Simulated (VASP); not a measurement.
Here is a VASP 6.6.1 calculation.

Contents of INCAR:

```
PREC = Accurate
ENCUT = 520
EDIFF = 1E-6
ISMEAR = -1
SIGMA = 0.13605693000000002
LREAL = F
LASPH = T
NELM = 80
ALGO = Normal
ISIF = 2
LWAVE = F
LCHARG = T
GGA = CA
LELF = T
LVHAR = T
NBANDS = 11
```

File KPOINTS:

```
Automatic mesh
0
Gamma
  10 10 10
```

The input POSCAR:

```
Ba
1.0
    0.0000000000      2.9974237141      2.9974237141
    2.9974237141      0.0000000000      2.9974237141
    2.9974237141      2.9974237141      0.0000000000
Ba
1
Direct
    0.0000000000      0.0000000000      0.0000000000
```

Potentials or basis: VASP PAW LDA potentials, release 64 (Ba_sv).

Command:

```sh
$ cat potpaw_LDA.64/Ba_sv/POTCAR > POTCAR
$ mpirun -np 1 vasp_std > vasp.out
```

What does it give for the band gap on the k mesh?

Zero (band 5 reaches 2.08 eV, above the bottom of band 6 at 1.64 eV).

Estimate the pressure.

0.1 GPa.

Caveat: spin-orbit coupling is left out, which moves the levels of the heavy elements.
